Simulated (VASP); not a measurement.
# GaN in VASP: a series of runs

Aim: see how the results for GaN move with the level of theory and the settings. Levels: r2SCAN, PBE. Tasks: single point.

Everything below comes from runs of VASP 6.6.1. Logs are shortened: lines on timing, memory, paths and dates and some standing lists are left out, and cuts for length are marked.

**1. The cell of the first run**

Symmetry: Fm-3m, No. 225, cubic system. Conventional cell: a = 4.217 Å, b = 4.217 Å, c = 4.217 Å, α = 90.00°, β = 90.00°, γ = 90.00°. Ga (site symmetry m-3m) has 6 N at 2.11 Å within 2.8 Å. N (site symmetry m-3m) has 6 Ga at 2.11 Å within 2.8 Å.

**2. Single point, r2SCAN**

Contents of POSCAR:

```
GaN
1.0
    0.0000000000      2.1085153689      2.1085153689
    2.1085153689      0.0000000000      2.1085153689
    2.1085153689      2.1085153689      0.0000000000
Ga N
1 1
Direct
    0.5000000000      0.5000000000      0.5000000000
    0.0000000000      0.0000000000      0.0000000000
```

Contents of INCAR.step1:

```
PREC = Accurate
ENCUT = 520
ISMEAR = 0
SIGMA = 0.01
LREAL = F
LASPH = T
NELM = 60
NBANDS = 16
GGA = PE
ALGO = Normal
EDIFF = 1E-4
LWAVE = T
LCHARG = F
```

Contents of INCAR.step2:

```
PREC = Accurate
ENCUT = 520
EDIFF = 1E-6
ISMEAR = 0
SIGMA = 0.01
LREAL = F
LASPH = T
NELM = 60
ALGO = Normal
ISIF = 2
LWAVE = F
LCHARG = T
METAGGA = R2SCAN
LMIXTAU = T
LELF = T
LVHAR = T
NBANDS = 16
ISTART = 1
```

Contents of KPOINTS:

```
Automatic mesh
0
Gamma
  10 10 10
```

Potentials or basis: VASP PAW PBE potentials, release 64 (Ga_d, N).

Run with:

```
$ cat potpaw_PBE.64/Ga_d/POTCAR potpaw_PBE.64/N/POTCAR > POTCAR
$ cp INCAR.step1 INCAR
$ mpirun -np 1 vasp_std > vasp.out
$ cp INCAR.step2 INCAR
$ mpirun -np 1 vasp_std > vasp.out
```

OUTCAR:

```text
PREC = Accurate
   ENCUT = 520
   EDIFF = 1E-6
   ISMEAR = 0
   LREAL = F
   LASPH = T
   NELM = 60
   ISIF = 2
   METAGGA = R2SCAN
   ISTART = 1

 ion  position               nearest neighbor table
   1  0.500  0.500  0.500-   2 2.11   2 2.11   2 2.11   2 2.11   2 2.11   2 2.11
   2  0.000  0.000  0.000-   1 2.11   1 2.11   1 2.11   1 2.11   1 2.11   1 2.11

  LATTYP: Found a face centered cubic cell.
 ALAT       =     4.2170307378

  Lattice vectors:

 A1 = (   0.0000000000,   2.1085153689,   2.1085153689)
 A2 = (   2.1085153689,   0.0000000000,   2.1085153689)
 A3 = (   2.1085153689,   2.1085153689,   0.0000000000)

Analysis of symmetry for initial positions (statically):
=====================================================================
 Subroutine PRICEL returns:
 Original cell was already a primitive cell.

 Routine SETGRP: Setting up the symmetry group for a
 face centered cubic supercell.

 Subroutine GETGRP returns: Found 48 space group operations
 (whereof 48 operations were pure point group operations)
 out of a pool of 48 trial point group operations.

The static configuration has the point symmetry O_h .

Analysis of symmetry for dynamics (positions and initial velocities):
=====================================================================
 Subroutine PRICEL returns:
 Original cell was already a primitive cell.

 Routine SETGRP: Setting up the symmetry group for a
 face centered cubic supercell.

 Subroutine GETGRP returns: Found 48 space group operations
 (whereof 48 operations were pure point group operations)
 out of a pool of 48 trial point group operations.

The dynamic configuration has the point symmetry O_h .

 Subroutine INISYM returns: Found 48 space group operations
 (whereof 48 operations are pure point group operations),
 and found     1 'primitive' translations

----------------------------------------------------------------------------------------

                                     Primitive cell

  volume of cell :      18.7482

  direct lattice vectors                    reciprocal lattice vectors
     0.000000000  2.108515369  2.108515369    -0.237133676  0.237133676  0.237133676
     2.108515369  0.000000000  2.108515369     0.237133676 -0.237133676  0.237133676
     2.108515369  2.108515369  0.000000000     0.237133676  0.237133676 -0.237133676

  length of vectors
     2.981891031  2.981891031  2.981891031     0.410727575  0.410727575  0.410727575

  position of ions in fractional coordinates (direct lattice)
     0.500000000  0.500000000  0.500000000
     0.000000000  0.000000000  0.000000000

  ion indices of the primitive-cell ions
   primitive index   ion index
                 1           1
                 2           2

----------------------------------------------------------------------------------------

 KPOINTS: Automatic mesh

Automatic generation of k-mesh.
 Grid dimensions read from file:
 generate k-points for:   10   10   10

 Generating k-lattice:

  Cartesian coordinates                     Fractional coordinates (reciprocal lattice)
    -0.023713368  0.023713368  0.023713368     0.100000000  0.000000000  0.000000000
     0.023713368 -0.023713368  0.023713368     0.000000000  0.100000000  0.000000000
     0.023713368  0.023713368 -0.023713368     0.000000000  0.000000000  0.100000000

  Length of vectors
     0.041072757  0.041072757  0.041072757

  Shift w.r.t. Gamma in fractional coordinates (k-lattice)
     0.000000000  0.000000000  0.000000000

 Subroutine IBZKPT returns following result:
 ===========================================

 Found     47 irreducible k-points:

 Following reciprocal coordinates:
            Coordinates               Weight
  0.000000  0.000000  0.000000      1.000000
  0.100000  0.000000  0.000000      8.000000
  0.200000  0.000000  0.000000      8.000000
  0.300000  0.000000  0.000000      8.000000
  0.400000  0.000000  0.000000      8.000000
  0.500000  0.000000  0.000000      4.000000
[... 16 lines left out ...]
  0.300000  0.300000  0.000000      6.000000
  0.400000  0.300000  0.000000     24.000000
 [... further k-points ...]
   k-points           NKPTS =     47   k-points in BZ     NKDIM =     47   number of bands    NBANDS=     16
   number of dos      NEDOS =    301   number of ions     NIONS =      2
   total plane-waves  NPLWV =  13824
   dimension x,y,z NGX =    24 NGY =   24 NGZ =   24
   dimension x,y,z NGXF=    48 NGYF=   48 NGZF=   48
   ions per type =               1   1
   NGX,Y,Z   is equivalent  to a cutoff of  13.38, 13.38, 13.38 a.u.
   NGXF,Y,Z  is equivalent  to a cutoff of  26.76, 26.76, 26.76 a.u.
 SYSTEM =  unknown system
   PREC   = accura    normal or accurate (medium, high low for compatibility)
   ISTART =      1    job   : 0-new  1-cont  2-samecut
   ICHARG =      0    charge: 1-file 2-atom 10-const
   ISPIN  =      1    spin polarized calculation?
   LNONCOLLINEAR =      F non collinear calculations
   LSORBIT =      F    spin-orbit coupling
   LASPH  =      T    aspherical Exc in radial PAW
   ENCUT  =  520.0 eV  38.22 Ry    6.18 a.u.   5.54  5.54  5.54*2*pi/ulx,y,z
   NELM   =     60;   NELMIN=  2; NELMDL=  0     # of ELM steps
   EDIFF  = 0.1E-05   stopping-criterion for ELM
   LREAL  =      F    real-space projection
   EDIFFG = 0.1E-04   stopping-criterion for IOM
   NSW    =      0    number of steps for IOM
   IBRION =     -1    ionic relax: 0-MD 1-quasi-New 2-CG
   NFREE  =      0    steps in history (QN), initial steepest desc. (CG)
   ISIF   =      2    stress and relaxation
   ISYM   =      2    0-nonsym 1-usesym 2-fastsym
   POTIM  = 0.5000    time-step for ionic-motion
   TEBEG  =    0.0;   TEEND  =   0.0 temperature during run
   PSTRESS=    0.0 pullay stress
   NELECT =      18.0000    total number of electrons
   NUPDOWN=      -1.0000    fix difference up-down
   EMIN   =  10.00;   EMAX   =-10.00  energy-range for DOS
   EFERMI =   0.00;   METHOD = LEGACY
   ISMEAR =     0;   SIGMA  =   0.01  broadening in eV -4-tet -1-fermi 0-gaus
   EFERMI_NEDOS =   21; number of points for ismear=-14 and -15
   IALGO  =     38    algorithm
   IMIX   =      4    mixing-type and parameters
     AMIX     =   0.40;   BMIX     =  1.00
     AMIX_MAG =   1.60;   BMIX_MAG =  1.00
  volume/ion in A,a.u.               =       9.37        63.26
  Fermi-wavevector in a.u.,A,eV,Ry     =   1.615024  3.051952 35.488097  2.608302
  Thomas-Fermi vector in A             =   2.709838
   LORBIT       =      0    0 simple, 1 ext, 2 COOP (PROOUT), +10 PAW based schemes
   METAGGA = R2SCAN    functional components
   LHFCALC =     F    Hartree Fock is set to
   AEXX    =    0.0000 exact exchange contribution
   IVDW    =     0    specifies the selected vdW correction
   LEPSILON=     F    determine dielectric tensor
   LRPA    =     F    only Hartree local field effects (RPA)
 non-spin polarized calculation
 Gauss-broadening in eV      SIGMA  =   0.01
  energy-cutoff  :      520.00
  volume of cell :       18.75
 maximum number of plane-waves:       531
 NGX is ok and might be reduce to    24
   NGX = 11   NGY = 11   NGZ = 11

 number of electron      18.0000008 magnetization

 Free energy of the ion-electron system (eV)
  ---------------------------------------------------
  ext. energy  EPLUGINS =         0.00000000
  ---------------------------------------------------
  free energy    TOTEN  =       -20.97607595 eV

  energy without entropy =      -20.97607595  energy(sigma->0) =      -20.97607595

 E-fermi :   7.8345     XC(G=0): -14.2193

 val. band max:        7.7177356105   @ k =  -0.2000   0.2000   0.0000
 cond. band min:       8.8954119425   @ k =   0.5000   0.5000   0.0000
 fundamental gap:      1.1776763320
 Fermi energy:         7.8345167659

 k-point     1 :       0.0000    0.0000    0.0000
  band No.  band energies     occupation
      1     -10.3894      2.00000
      2      -6.6375      2.00000
      3      -6.6375      2.00000
      4      -6.6375      2.00000
      5      -6.5680      2.00000
      6      -6.5680      2.00000
[... 8 lines left out ...]
     15      24.7667      0.00000
     16      24.7667      0.00000

 k-point     2 :       0.1000    0.0000    0.0000
  band No.  band energies     occupation
      1     -10.1920      2.00000
      2      -6.6454      2.00000
      3      -6.6304      2.00000
      4      -6.6303      2.00000
      5      -6.5799      2.00000
      6      -6.5799      2.00000
[... 8 lines left out ...]
     15      24.6516      0.00000
     16      24.6550      0.00000

 k-point     3 :       0.2000    0.0000    0.0000
  band No.  band energies     occupation
      1      -9.6215      2.00000
      2      -6.6723      2.00000
      3      -6.6722      2.00000
      4      -6.6670      2.00000
      5      -6.5498      2.00000
      6      -6.5497      2.00000
[... 8 lines left out ...]
     15      25.6714      0.00000
     16      25.6715      0.00000

 k-point     4 :       0.3000    0.0000    0.0000
  band No.  band energies     occupation
      1      -8.7589      2.00000
      2      -6.7472      2.00000
      3      -6.7471      2.00000
      4      -6.7003      2.00000
      5      -6.4879      2.00000
      6      -6.4878      2.00000
[... 8 lines left out ...]
     15      27.5603      0.00000
     16      27.5605      0.00000
[... 324 lines left out ...]
 k-point    22 :      -0.2000    0.2000    0.0000
  band No.  band energies     occupation
      1      -8.6371      2.00000
      2      -6.7468      2.00000
      3      -6.7272      2.00000
      4      -6.6737      2.00000
      5      -6.5304      2.00000
      6      -6.2851      2.00000
[... 8 lines left out ...]
     15      27.8346      0.00000
     16      29.9292      0.00000

 k-point    23 :       0.3000    0.3000    0.0000
  band No.  band energies     occupation
      1      -8.8562      2.00000
      2      -6.7529      2.00000
      3      -6.4955      2.00000
      4      -6.4704      2.00000
      5      -6.4704      2.00000
      6      -6.1267      2.00000
[... 8 lines left out ...]
     15      32.7027      0.00000
     16      34.7069      0.00000

 k-point    24 :       0.4000    0.3000    0.0000
  band No.  band energies     occupation
      1      -8.6556      2.00000
      2      -6.7665      2.00000
      3      -6.5265      2.00000
      4      -6.4571      2.00000
      5      -6.4091      2.00000
      6      -5.5037      2.00000
[... 8 lines left out ...]
     15      33.6225      0.00000
     16      35.2736      0.00000

 [... further k-points ...]
[... 5 lines left out ...]
  --------------------------------------------------------------------------------------
  -------------------------------------------------------------------------------------
  Total        0.1546657      0.1546657      0.1546657      0.0000000      0.0000000     -0.0000000
  in kB       13.2173454     13.2173454     13.2173454      0.0000000      0.0000000     -0.0000000
  external PRESSURE =      13.2173454 kB  Pullay stress =       0.0000000 kB

 VOLUME and BASIS-vectors are now :
 -----------------------------------------------------------------------------
  energy-cutoff  :      520.00
  volume of cell :       18.75
      direct lattice vectors                 reciprocal lattice vectors
     0.000000000  2.108515369  2.108515369    -0.237133676  0.237133676  0.237133676
     2.108515369  0.000000000  2.108515369     0.237133676 -0.237133676  0.237133676
     2.108515369  2.108515369  0.000000000     0.237133676  0.237133676 -0.237133676

 POSITION                                       TOTAL-FORCE (eV/Angst)
 -----------------------------------------------------------------------------------
      2.10852      2.10852      2.10852         0.000000     -0.000000      0.000000
      0.00000      0.00000      0.00000        -0.000000      0.000000     -0.000000
 -----------------------------------------------------------------------------------
    total drift:                                0.000000     -0.000000      0.000000

  FREE ENERGIE OF THE ION-ELECTRON SYSTEM (eV)
  ---------------------------------------------------
  free  energy   TOTEN  =       -20.9760759494 eV

  energy  without entropy=      -20.9760759494  energy(sigma->0) =      -20.97607595
```

Wall time 41 s (1 thread of AMD EPYC 9R45 (Zen 5), shared host); peak memory 0.12 GiB.

What came out:

```
Free energy            : -20.9761 eV
Pressure               : 1.3 GPa
Band gap on the k mesh : 1.18 eV, indirect (least direct gap 3.41 eV)
```

Caveat: the PAW data sets were made with another functional, which shifts forces and pressure a little.

**3. Single point, r2SCAN (strain +3.9%)**

Contents of POSCAR:

```
GaN
1.0
    0.0000000000      2.1905366168      2.1905366168
    2.1905366168      0.0000000000      2.1905366168
    2.1905366168      2.1905366168      0.0000000000
Ga N
1 1
Direct
    0.5000000000      0.5000000000      0.5000000000
    0.0000000000      0.0000000000      0.0000000000
```

Contents of INCAR.step1:

```
SYSTEM = GaN
PREC = Accurate ; ENCUT = 520
ISMEAR = -1 ; SIGMA = 0.02
LREAL = .False. ; LASPH = .True.
NELM = 60 ; NBANDS = 16
GGA = PE ; ALGO = Normal
EDIFF = 1E-4 ; LWAVE = .True.
LCHARG = .False.
```

Contents of INCAR.step2:

```
SYSTEM = GaN
PREC = Accurate ; ENCUT = 520
EDIFF = 1E-7 ; ISMEAR = -1
SIGMA = 0.02 ; LREAL = .False.
LASPH = .True. ; NELM = 60
ALGO = Normal ; ISIF = 2
LWAVE = .False. ; LCHARG = .True.
METAGGA = R2SCAN ; LMIXTAU = .True.
LELF = .True. ; LVHAR = .True.
NBANDS = 16 ; ISTART = 1
```

Contents of KPOINTS:

```
regular mesh
0
Gamma
  10 10 10
  0 0 0
```

Potentials or basis: VASP PAW PBE potentials, release 64 (Ga_d, N).

Run with:

```
$ cat potpaw_PBE.64/Ga_d/POTCAR potpaw_PBE.64/N/POTCAR > POTCAR
$ cp INCAR.step1 INCAR
$ mpirun -np 1 vasp_std > vasp.out
$ cp INCAR.step2 INCAR
$ mpirun -np 1 vasp_std > vasp.out
```

Wall time 51 s (1 thread of AMD EPYC 9R45 (Zen 5), shared host); peak memory 0.12 GiB.

It converged, with:

* Free energy: -20.8191 eV
* Pressure: -21.0 GPa
* Band gap on the k mesh: 0.43 eV, indirect (least direct gap 1.98 eV)

Levels at points of the mesh, in eV from the valence-band top:
```csv
k point,band 7,band 8,band 9,band 10,band 11,band 12
"(0.00, 0.00, 0.00)",-0.39,-0.39,-0.39,1.59,14.85,14.85
"(0.50, 0.00, 0.00)",-7.76,-0.15,-0.15,4.90,8.89,9.18
"(0.50, 0.50, 0.00)",-6.40,-2.71,-2.71,0.43,8.38,11.95
```

Caveat: the cell differs from its parent crystal (strain +3.9%); the PAW data sets were made with another functional, which shifts forces and pressure a little.

**4. Single point, PBE (uniaxial x strain -4.0%)**

Contents of INCAR:

```
ALGO     = Normal         # electronic algorithm
EDIFF    = 1E-7           # SCF threshold, eV
ENCUT    = 520            # plane-wave cutoff, eV
GGA      = PE             # functional
ISIF     = 2              # what is computed and relaxed
ISMEAR   = -1             # smearing method
LASPH    = True           # aspherical terms in the spheres
LCHARG   = False          # write CHGCAR
LREAL    = False          # projectors in reciprocal space
LWAVE    = False          # write WAVECAR
NBANDS   = 16             # bands
NELM     = 100            # most SCF steps
PREC     = Accurate       # precision mode
SIGMA    = 0.02           # smearing width, eV
```

Contents of KPOINTS:

```
k-points
0
Gamma
  10 10 10
```

Contents of POSCAR:

```
GaN
1.0
    0.0000000000      2.1085153689      2.1085153689
    2.0245964573      0.0000000000      2.1085153689
    2.0245964573      2.1085153689      0.0000000000
Ga N
1 1
Direct
    0.5000000000      0.5000000000      0.5000000000
    0.0000000000      0.0000000000      0.0000000000
```

Run with:

```
$ cat potpaw_PBE.64/Ga_d/POTCAR potpaw_PBE.64/N/POTCAR > POTCAR
$ mpirun -np 1 vasp_std > vasp.out
```

Run time: 19 s. Hardware: 1 thread of AMD EPYC 9R45 (Zen 5), shared host; peak memory 0.13 GiB.

Results (log left out):

- Free energy: -11.1008 eV
- Pressure: 20.9 GPa
- Band gap on the k mesh: 0.63 eV, indirect (least direct gap 3.25 eV)

Stress tensor (GPa, compression positive):
```
28.27  0.00  0.00
 0.00 17.16  0.00
 0.00  0.00 17.16
```

Levels at points of the mesh, in eV from the valence-band top:
```csv
k point,band 5,band 6,band 7,band 8,band 9,band 10,band 11,band 12,band 13,band 14
"(0.00, 0.00, 0.00)",-13.91,-13.84,-0.84,-0.45,-0.45,2.80,14.91,14.91,15.23,15.93
"(0.50, 0.00, 0.00)",-13.74,-13.71,-8.51,-0.28,-0.08,4.85,8.95,9.89,10.06,16.82
"(0.50, 0.50, 0.00)",-13.64,-11.01,-7.54,-3.43,-2.85,1.07,8.06,12.23,14.63,15.92
"(0.00, 0.50, 0.50)",-13.65,-10.60,-7.43,-3.40,-3.40,0.63,7.55,12.74,14.85,14.85
```

Caveat: the cell differs from its parent crystal (uniaxial x strain -4.0%). A k mesh can miss the band edges.

**5. Single point, r2SCAN (uniaxial x strain -4.0%)**

POSCAR is that of step 4.

Contents of INCAR.step1:

```
ALGO = Normal
EDIFF = 1E-4
ENCUT = 520
GGA = PE
ISMEAR = 0
LASPH = T
LCHARG = F
LREAL = F
LWAVE = T
NBANDS = 16
NELM = 60
PREC = Accurate
SIGMA = 0.01
```

Contents of INCAR.step2:

```
ALGO = Normal
EDIFF = 1E-6
ENCUT = 520
ISIF = 2
ISMEAR = 0
ISTART = 1
LASPH = T
LCHARG = T
LELF = T
LMIXTAU = T
LREAL = F
LVHAR = T
LWAVE = F
METAGGA = R2SCAN
NBANDS = 16
NELM = 60
PREC = Accurate
SIGMA = 0.01
```

KPOINTS is that of step 4.

Run with:

```
$ cat potpaw_PBE.64/Ga_d/POTCAR potpaw_PBE.64/N/POTCAR > POTCAR
$ cp INCAR.step1 INCAR
$ mpirun -np 1 vasp_std > vasp.out
$ cp INCAR.step2 INCAR
$ mpirun -np 1 vasp_std > vasp.out
```

Wall time 80 s (1 thread of AMD EPYC 9R45 (Zen 5), shared host); peak memory 0.13 GiB.

Results (log left out):

```yaml
Free_energy: -20.9278 eV
Pressure: 13.1 GPa
Band_gap_on_the_k_mesh: 1.16 eV, indirect (least direct gap 3.85 eV)
```

Stress tensor (GPa, compression positive):
```
20.44  0.00  0.00
 0.00  9.43  0.00
 0.00  0.00  9.43
```

Levels at points of the mesh, in eV from the valence-band top:
```
           k point  band 7  band 8  band 9  band 10  band 11  band 12
(0.00, 0.00, 0.00)   -0.86   -0.47   -0.47     3.38    15.65    15.65
(0.50, 0.00, 0.00)   -8.62   -0.30   -0.08     5.53     9.67    10.64
(0.50, 0.50, 0.00)   -7.66   -3.52   -2.93     1.59     8.74    13.38
(0.00, 0.50, 0.50)   -7.54   -3.50   -3.50     1.16     8.22    13.90
```

Caveat: the cell differs from its parent crystal (uniaxial x strain -4.0%); the PAW data sets were made with another functional, which shifts forces and pressure a little. A k mesh can miss the band edges.

**6. Overview**

```tsv
level	cell	smearing	gap on the mesh (eV)	pressure (GPa)
r2SCAN	a = 2.982 Å, angles 60.0°, 2 atoms	gaussian 0.01 eV	1.18	1.3
r2SCAN	a = 3.098 Å, angles 60.0°, 2 atoms	fermi-dirac 0.02 eV	0.43	-21.0
PBE	a = 2.982, b = 2.923, c = 2.923 Å, angles 61.3, 59.3, 59.3°, 2 atoms	fermi-dirac 0.02 eV	0.63	20.9
r2SCAN	a = 2.982, b = 2.923, c = 2.923 Å, angles 61.3, 59.3, 59.3°, 2 atoms	gaussian 0.01 eV	1.16	13.1
```

Alike in all rows: task single point; potentials or basis VASP PAW PBE potentials, release 64 (Ga_d, N); no spin polarisation; k mesh 10 × 10 × 10; cutoff (eV) 520.

Caveats: the PAW data sets were made with another functional, which shifts forces and pressure a little (some runs).

Total energies depend on the potentials used, so only differences within one code and one set of settings carry meaning.
